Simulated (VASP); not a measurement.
# Si (a cell with a defect) in VASP: a series of runs

Si (a cell with a defect) is run at these levels: PBE+D3(BJ); tasks: single point, relaxation of the atoms.

Program: VASP 6.6.1. These are calculated values, not measurements. Logs are shortened: lines on timing, memory, paths and dates and some standing lists are left out, and cuts for length are marked.

### 1 The cell of the first run

The cell holds a defect, 17 atoms: a = 7.679 Å, b = 7.679 Å, c = 7.679 Å, α = 60.00°, β = 60.00°, γ = 60.00°.

### 2 Single point, PBE+D3(BJ)

The input, INCAR:

```
SYSTEM = Si
PREC = Accurate
ENCUT = 520
EDIFF = 1E-7
ISMEAR = 0
SIGMA = 0.02
LREAL = Auto
LASPH = .TRUE.
NELM = 60
ALGO = Normal
ISIF = 2
LWAVE = .FALSE.
LCHARG = .FALSE.
GGA = PE
IVDW = 12
NBANDS = 48
```

The input, KPOINTS:

```
regular mesh
0
G
  2 2 2
  0 0 0
```

The input, POSCAR:

```
Si
1.0
    0.0000000000      5.4300000000      5.4300000000
    5.4300000000      0.0000000000      5.4300000000
    5.4300000000      5.4300000000      0.0000000000
Si
17
Direct
   -0.0013496317      0.0005336096      0.0003221915
    0.1280802947      0.1221427256      0.1216511971
    0.0022523941     -0.0063244015      0.5019488950
    0.1279623389      0.1220518416      0.6280212707
    0.0025814917      0.5024216390     -0.0073785451
    0.1281151013      0.6281537753      0.1216637201
    0.0023177716      0.5022080110      0.5019883057
    0.1258685083      0.6251127072      0.6240902394
    0.5005174954      0.0003985267      0.0002559853
    0.6248885820      0.1249889503      0.1251103131
    0.5003976980      0.0003209024      0.4989770718
    0.6222050645      0.1218562615      0.6279778085
    0.5005497238      0.4987939227      0.0002650092
    0.6224017495      0.6280166667      0.1215579190
    0.4944529466      0.5019054328      0.5017564457
    0.6222493554      0.6279572744      0.6279806630
    0.8758306630      0.3751271639      0.3740923573
```

Potentials or basis: VASP PAW PBE potentials, release 64 (Si).

Run with:

```bash
$ cat potpaw_PBE.64/Si/POTCAR > POTCAR
$ mpirun -np 1 vasp_std > vasp.out
```

OUTCAR:

```text
SYSTEM = Si
   PREC = Accurate
   ENCUT = 520
   EDIFF = 1E-7
   ISMEAR = 0
   LREAL = Auto
   LASPH = .TRUE.
   NELM = 60
   ISIF = 2
   GGA = PE
   IVDW = 12
 IVDW          = 12

 ion  position               nearest neighbor table
   1  0.999  0.001  0.000-   4 2.33   2 2.34   6 2.34  10 2.34
   2  0.128  0.122  0.122-   1 2.34   9 2.34   5 2.38   3 2.38  17 2.74
   3  0.002  0.994  0.502-   8 2.31  12 2.38   4 2.38   2 2.38  17 2.39
   4  0.128  0.122  0.628-   1 2.33  11 2.34   7 2.38   3 2.38  17 2.75
   5  0.003  0.502  0.993-   8 2.31  14 2.38   2 2.38   6 2.38  17 2.39
   6  0.128  0.628  0.122-   1 2.34  13 2.34   5 2.38   7 2.38  17 2.74
   7  0.002  0.502  0.502-   8 2.31  16 2.38   4 2.38   6 2.38  17 2.39
   8  0.126  0.625  0.624-   5 2.31   7 2.31   3 2.31  15 2.31
   9  0.501  0.000  0.000-  12 2.33  14 2.34   2 2.34  10 2.34
  10  0.625  0.125  0.125-   1 2.34  13 2.34   9 2.34  11 2.34
  11  0.500  0.000  0.499-  12 2.33  16 2.33   4 2.34  10 2.34
  12  0.622  0.122  0.628-   9 2.33  11 2.33   3 2.38  15 2.38  17 2.75
  13  0.501  0.499  0.000-  16 2.33  14 2.34   6 2.34  10 2.34
  14  0.622  0.628  0.122-  13 2.34   9 2.34   5 2.38  15 2.38  17 2.75
  15  0.494  0.502  0.502-   8 2.31  12 2.38  16 2.38  14 2.38  17 2.39
  16  0.622  0.628  0.628-  13 2.33  11 2.33   7 2.38  15 2.38  17 2.75
  17  0.876  0.375  0.374-  15 2.39   3 2.39   7 2.39   5 2.39   6 2.74   2 2.74  14 2.75   4 2.75
                            16 2.75  12 2.75

  LATTYP: Found a face centered cubic cell.
 ALAT       =    10.8600000000

  Lattice vectors:

 A1 = (   0.0000000000,   5.4300000000,   5.4300000000)
 A2 = (   5.4300000000,   0.0000000000,   5.4300000000)
 A3 = (   5.4300000000,   5.4300000000,   0.0000000000)

Analysis of symmetry for initial positions (statically):
=====================================================================
 Subroutine PRICEL returns:
 Original cell was already a primitive cell.

 Routine SETGRP: Setting up the symmetry group for a
 face centered cubic supercell.

 Subroutine GETGRP returns: Found  1 space group operations
 (whereof  1 operations were pure point group operations)
 out of a pool of 48 trial point group operations.

The static configuration has the point symmetry C_1 .

Analysis of symmetry for dynamics (positions and initial velocities):
=====================================================================
 Subroutine PRICEL returns:
 Original cell was already a primitive cell.

 Routine SETGRP: Setting up the symmetry group for a
 face centered cubic supercell.

 Subroutine GETGRP returns: Found  1 space group operations
 (whereof  1 operations were pure point group operations)
 out of a pool of 48 trial point group operations.

The dynamic configuration has the point symmetry C_1 .

 Subroutine INISYM returns: Found  1 space group operations
 (whereof  1 operations are pure point group operations),
 and found     1 'primitive' translations

----------------------------------------------------------------------------------------

                                     Primitive cell

  volume of cell :     320.2060

  direct lattice vectors                    reciprocal lattice vectors
     0.000000000  5.430000000  5.430000000    -0.092081031  0.092081031  0.092081031
     5.430000000  0.000000000  5.430000000     0.092081031 -0.092081031  0.092081031
     5.430000000  5.430000000  0.000000000     0.092081031  0.092081031 -0.092081031

  length of vectors
     7.679179644  7.679179644  7.679179644     0.159489025  0.159489025  0.159489025

  position of ions in fractional coordinates (direct lattice)
     0.998650368  0.000533610  0.000322191
     0.128080295  0.122142726  0.121651197
     0.002252394  0.993675598  0.501948895
     0.127962339  0.122051842  0.628021271
     0.002581492  0.502421639  0.992621455
     0.128115101  0.628153775  0.121663720
[... 9 lines left out ...]
     0.622249355  0.627957274  0.627980663
     0.875830663  0.375127164  0.374092357

  ion indices of the primitive-cell ions
   primitive index   ion index
                 1           1
                 2           2
                 3           3
                 4           4
                 5           5
                 6           6
[... 9 lines left out ...]
                16          16
                17          17

----------------------------------------------------------------------------------------

 KPOINTS: regular mesh

Automatic generation of k-mesh.
 Grid dimensions read from file:
 generate k-points for:    2    2    2

 Generating k-lattice:

  Cartesian coordinates                     Fractional coordinates (reciprocal lattice)
    -0.046040516  0.046040516  0.046040516     0.500000000  0.000000000  0.000000000
     0.046040516 -0.046040516  0.046040516     0.000000000  0.500000000  0.000000000
     0.046040516  0.046040516 -0.046040516     0.000000000  0.000000000  0.500000000

  Length of vectors
     0.079744512  0.079744512  0.079744512

  Shift w.r.t. Gamma in fractional coordinates (k-lattice)
     0.000000000  0.000000000  0.000000000

 Subroutine IBZKPT returns following result:
 ===========================================

 Found      8 irreducible k-points:

 Following reciprocal coordinates:
            Coordinates               Weight
  0.000000  0.000000  0.000000      1.000000
  0.500000  0.000000  0.000000      1.000000
  0.000000  0.500000  0.000000      1.000000
  0.000000  0.000000  0.500000      1.000000
  0.500000  0.500000  0.500000      1.000000
  0.500000  0.500000  0.000000      1.000000
  0.000000  0.500000  0.500000      1.000000
  0.500000  0.000000  0.500000      1.000000
   k-points           NKPTS =      8   k-points in BZ     NKDIM =      8   number of bands    NBANDS=     48
   number of dos      NEDOS =    301   number of ions     NIONS =     17
   total plane-waves  NPLWV = 216000
   dimension x,y,z NGX =    60 NGY =   60 NGZ =   60
   dimension x,y,z NGXF=   120 NGYF=  120 NGZF=  120
   ions per type =              17
   NGX,Y,Z   is equivalent  to a cutoff of  12.99, 12.99, 12.99 a.u.
   NGXF,Y,Z  is equivalent  to a cutoff of  25.98, 25.98, 25.98 a.u.
 SYSTEM =  Si
   PREC   = accura    normal or accurate (medium, high low for compatibility)
   ISTART =      0    job   : 0-new  1-cont  2-samecut
   ICHARG =      2    charge: 1-file 2-atom 10-const
   ISPIN  =      1    spin polarized calculation?
   LNONCOLLINEAR =      F non collinear calculations
   LSORBIT =      F    spin-orbit coupling
   LASPH  =      T    aspherical Exc in radial PAW
   ENCUT  =  520.0 eV  38.22 Ry    6.18 a.u.  14.28 14.28 14.28*2*pi/ulx,y,z
   NELM   =     60;   NELMIN=  2; NELMDL= -5     # of ELM steps
   EDIFF  = 0.1E-06   stopping-criterion for ELM
   LREAL  =      T    real-space projection
   EDIFFG = 0.1E-05   stopping-criterion for IOM
   NSW    =      0    number of steps for IOM
   IBRION =     -1    ionic relax: 0-MD 1-quasi-New 2-CG
   NFREE  =      0    steps in history (QN), initial steepest desc. (CG)
   ISIF   =      2    stress and relaxation
   ISYM   =      2    0-nonsym 1-usesym 2-fastsym
   POTIM  = 0.5000    time-step for ionic-motion
   TEBEG  =    0.0;   TEEND  =   0.0 temperature during run
   PSTRESS=    0.0 pullay stress
   NELECT =      68.0000    total number of electrons
   NUPDOWN=      -1.0000    fix difference up-down
   EMIN   =  10.00;   EMAX   =-10.00  energy-range for DOS
   EFERMI =   0.00;   METHOD = LEGACY
   ISMEAR =     0;   SIGMA  =   0.02  broadening in eV -4-tet -1-fermi 0-gaus
   EFERMI_NEDOS =   21; number of points for ismear=-14 and -15
   IALGO  =     38    algorithm
   IMIX   =      4    mixing-type and parameters
     AMIX     =   0.40;   BMIX     =  1.00
     AMIX_MAG =   1.60;   BMIX_MAG =  1.00
  volume/ion in A,a.u.               =      18.84       127.11
  Fermi-wavevector in a.u.,A,eV,Ry     =   0.976715  1.845724 12.979587  0.953973
  Thomas-Fermi vector in A             =   2.107356
   LORBIT       =      0    0 simple, 1 ext, 2 COOP (PROOUT), +10 PAW based schemes
   GGA     = PE    functional components
   LHFCALC =     F    Hartree Fock is set to
   AEXX    =    0.0000 exact exchange contribution
   IVDW    =    12    specifies the selected vdW correction
   LEPSILON=     F    determine dielectric tensor
   LRPA    =     F    only Hartree local field effects (RPA)
 non-spin polarized calculation
 Gauss-broadening in eV      SIGMA  =   0.02
  energy-cutoff  :      520.00
  volume of cell :      320.21
 maximum number of plane-waves:      8646
 NGX is ok and might be reduce to    60
   NGX = 29   NGY = 29   NGZ = 29

 number of electron      68.0000001 magnetization

 Free energy of the ion-electron system (eV)
  ---------------------------------------------------
  ext. energy  EPLUGINS =         0.00000000
  ---------------------------------------------------
  free energy    TOTEN  =       -87.99012694 eV

  energy without entropy =      -87.98627039  energy(sigma->0) =      -87.98819866

 E-fermi :   6.9196     XC(G=0):  -9.6742

 val. band max:        6.6767883465   @ k =   0.0000   0.0000   0.0000
 cond. band min:       6.9256174212   @ k =   0.5000   0.5000   0.0000
 fundamental gap:      0.2488290746
 Fermi energy:         6.9195703983

 k-point     1 :       0.0000    0.0000    0.0000
  band No.  band energies     occupation
      1      -6.3186      2.00000
      2      -3.7716      2.00000
      3      -3.6290      2.00000
      4      -3.6280      2.00000
      5      -3.6276      2.00000
      6      -2.8082      2.00000
[... 38 lines left out ...]
     45       8.1213      0.00000
     46       9.0628      0.00000

 k-point     2 :       0.5000    0.0000    0.0000
  band No.  band energies     occupation
      1      -5.9174      2.00000
      2      -4.9539      2.00000
      3      -3.5704      2.00000
      4      -3.4284      2.00000
      5      -3.4263      2.00000
      6      -2.9554      2.00000
[... 286 lines left out ...]
 k-point     8 :       0.5000    0.0000    0.5000
  band No.  band energies     occupation
      1      -5.7836      2.00000
      2      -4.7239      2.00000
      3      -3.9896      2.00000
      4      -3.8778      2.00000
      5      -3.8776      2.00000
      6      -3.6269      2.00000
[... 38 lines left out ...]
     45      10.1239      0.00000
     46      10.1242      0.00000
 [bands above 46 left out]

------------------------ aborting loop because EDIFF is reached ----------------------------------------

 Edisp (eV)   -5.64337

 E8    (eV) :    -2.3346

  FORCE on cell =-STRESS in cart. coord.  units (eV):
  Direction    XX          YY          ZZ          XY          YZ          ZX
  --------------------------------------------------------------------------------------
  -------------------------------------------------------------------------------------
  Total       4.77895     4.78195     4.77618    -0.00310     0.00261     0.00085
  in kB      23.91189    23.92686    23.89802    -0.01549     0.01308     0.00424
  external pressure =       23.91 kB  Pullay stress =        0.00 kB

 VOLUME and BASIS-vectors are now :
 -----------------------------------------------------------------------------
  energy-cutoff  :      520.00
  volume of cell :      320.21
      direct lattice vectors                 reciprocal lattice vectors
     0.000000000  5.430000000  5.430000000    -0.092081031  0.092081031  0.092081031
     5.430000000  0.000000000  5.430000000     0.092081031 -0.092081031  0.092081031
     5.430000000  5.430000000  0.000000000     0.092081031  0.092081031 -0.092081031

 POSITION                                       TOTAL-FORCE (eV/Angst)
 -----------------------------------------------------------------------------------
      0.00465      5.42442      5.42557         0.007962     -0.004223     -0.008418
      1.32380      1.35604      1.35871         0.010135      0.004348      0.001334
      8.12124      2.73781      5.40789        -0.004017     -0.000442      0.003444
      4.07290      4.10499      1.35758        -0.005569     -0.011227      0.005189
      8.11808      5.40395      2.74217         0.006423      0.009791     -0.005595
      4.07151      1.35630      4.10654        -0.001142      0.003344     -0.010495
[... 9 lines left out ...]
      6.81974      6.78875      6.78862        -0.015203     -0.004173      0.002200
      4.06826      6.78708      6.79270         0.000072      0.000990      0.000278
 -----------------------------------------------------------------------------------
    total drift:                                0.006525      0.001296     -0.008190

  FREE ENERGIE OF THE ION-ELECTRON SYSTEM (eV)
  ---------------------------------------------------
  free  energy   TOTEN  =       -93.6334940384 eV

  energy  without entropy=      -93.6296374954  energy(sigma->0) =      -93.63156577
```

Wall time 1.8 min (1 thread of Intel Xeon 6975P-C (Granite Rapids), shared host); peak memory 0.46 GiB.

What came out:

```
Free energy                : -93.6335 eV
Pressure                   : 2.4 GPa
Largest force              : 0.018 eV/Å
Band gap on the k mesh     : zero (bands 34 and 35 overlap by 0.25 eV)
Dispersion energy per atom : -0.332 eV
```

Forces in eV/Å, atoms in the order of the input:
```
Si   0.008 -0.004 -0.008
Si   0.010  0.004  0.001
Si  -0.004  0.000  0.003
Si  -0.006 -0.011  0.005
Si   0.006  0.010 -0.006
Si  -0.001  0.003 -0.010
Si  -0.005 -0.002  0.003
Si   0.002  0.000 -0.002
Si   0.013  0.009  0.004
Si   0.000  0.000  0.000
Si  -0.009 -0.013  0.008
Si  -0.002 -0.003  0.017
Si  -0.004  0.008 -0.012
Si   0.003  0.012 -0.002
Si   0.004 -0.008 -0.003
Si  -0.015 -0.004  0.002
Si   0.000  0.001  0.000
```

Caveat: the k points lie up to 0.50 Å⁻¹ apart.

### 3 Relaxation of the atoms, PBE+D3(BJ)

The input, INCAR:

```
SYSTEM = Si
PREC = Accurate
ENCUT = 520
EDIFF = 1E-6
ISMEAR = 0
SIGMA = 0.02
LREAL = Auto
LASPH = .TRUE.
NELM = 80
ALGO = Normal
ISIF = 2
LWAVE = .FALSE.
LCHARG = .FALSE.
GGA = PE
IVDW = 12
IBRION = 2
NSW = 80
EDIFFG = -0.03
```

KPOINTS is that of step 2.

The input, POSCAR:

```
Si
1.0
    0.0000000000      5.4300000000      5.4300000000
    5.4300000000      0.0000000000      5.4300000000
    5.4300000000      5.4300000000      0.0000000000
Si
17
Direct
    0.0000000000      0.0000000000      0.0000000000
    0.1250000000      0.1250000000      0.1250000000
    0.0000000000      0.0000000000      0.5000000000
    0.1250000000      0.1250000000      0.6250000000
    0.0000000000      0.5000000000      0.0000000000
    0.1250000000      0.6250000000      0.1250000000
    0.0000000000      0.5000000000      0.5000000000
    0.1250000000      0.6250000000      0.6250000000
    0.5000000000      0.0000000000      0.0000000000
    0.6250000000      0.1250000000      0.1250000000
    0.5000000000      0.0000000000      0.5000000000
    0.6250000000      0.1250000000      0.6250000000
    0.5000000000      0.5000000000      0.0000000000
    0.6250000000      0.6250000000      0.1250000000
    0.5000000000      0.5000000000      0.5000000000
    0.6250000000      0.6250000000      0.6250000000
    0.7493114000      0.2509595000      0.7562632000
```

Potentials or basis: VASP PAW PBE potentials, release 64 (Si).

Run with:

```bash
$ cat potpaw_PBE.64/Si/POTCAR > POTCAR
$ mpirun -np 1 vasp_std > vasp.out
```

Wall time 7.7 min (1 thread of Intel Xeon Platinum 8488C (Sapphire Rapids), shared host); peak memory 0.54 GiB.

The run converged. Its results:

* Free energy: -93.6332 eV
* Energy gained by relaxing: 7.6 meV/atom
* Ionic steps: 7
* Pressure after relaxing: 2.4 GPa
* Largest force after relaxing: 0.021 eV/Å
* Band gap on the k mesh: zero (bands 34 and 35 overlap by 0.25 eV)
* Dispersion energy per atom: -0.332 eV

Forces on the atoms (eV/Å):
```
Si   0.005 -0.007 -0.008
Si  -0.003 -0.003 -0.001
Si   0.004  0.004  0.007
Si   0.001  0.013  0.008
Si  -0.002 -0.001  0.001
Si   0.002  0.003  0.006
Si  -0.002 -0.005 -0.008
Si   0.001  0.002 -0.005
Si   0.011  0.011  0.007
Si   0.004  0.002  0.005
Si  -0.006 -0.005 -0.002
Si  -0.005 -0.007 -0.013
Si  -0.007  0.003 -0.006
Si  -0.003 -0.004 -0.003
Si   0.005  0.004  0.009
Si   0.012  0.002  0.006
Si  -0.017 -0.012 -0.003
```

Step by step:
| step | energy change (eV) | largest force (eV/Å) | pressure (GPa) |
| --- | --- | --- | --- |
| 1 | 0.0000 | 1.1307 | 2.90 |
| 2 | -0.1247 | 0.1356 | 2.40 |
| 3 | -0.1252 | 0.1745 | 2.38 |
| 4 | -0.1280 | 0.0716 | 2.38 |
| 5 | -0.1281 | 0.0787 | 2.38 |
| 6 | -0.1287 | 0.0343 | 2.39 |
| 7 | -0.1287 | 0.0210 | 2.39 |

Final structure:
```
CELL_PARAMETERS angstrom
0.00000 5.43000 5.43000
5.43000 0.00000 5.43000
5.43000 5.43000 0.00000
ATOMIC_POSITIONS crystal
Si 0.00296 0.99696 0.00318
Si 0.12457 0.12629 0.12470
Si 0.00299 0.99706 0.49711
Si 0.13119 0.12292 0.62288
Si 0.00000 0.49998 0.99994
Si 0.12446 0.62450 0.12459
Si 0.00299 0.50304 0.49704
Si 0.12463 0.62467 0.62619
Si 0.49699 0.99700 0.00320
Si 0.62236 0.12235 0.13284
Si 0.49985 0.00024 0.50152
Si 0.62342 0.12340 0.62338
Si 0.49693 0.50300 0.00318
Si 0.62632 0.62458 0.12467
Si 0.49703 0.50303 0.49710
Si 0.62280 0.63158 0.62274
Si 0.74981 0.25035 0.75200
```

Levels at points of the mesh, in eV from the Fermi level:
```csv
k point,band 32,band 33,band 34,band 35,band 36,band 37
"(0.00, 0.00, 0.00)",-0.83,-0.83,-0.25,-0.25,-0.24,0.08
"(0.50, 0.00, 0.00)",-1.44,-1.44,-0.35,0.52,0.54,0.89
"(0.00, 0.50, 0.00)",-1.44,-1.44,-0.35,0.52,0.54,0.89
"(0.00, 0.00, 0.50)",-1.44,-1.44,-0.35,0.52,0.54,0.89
"(0.50, 0.50, 0.50)",-1.44,-1.44,-0.35,0.52,0.53,0.89
"(0.50, 0.50, 0.00)",-1.90,-1.00,0.01,0.71,1.02,1.02
"(0.00, 0.50, 0.50)",-1.90,-1.00,0.01,0.71,1.01,1.02
"(0.50, 0.00, 0.50)",-1.90,-1.00,0.01,0.71,1.01,1.02
```

Caveat: the k points lie up to 0.50 Å⁻¹ apart.
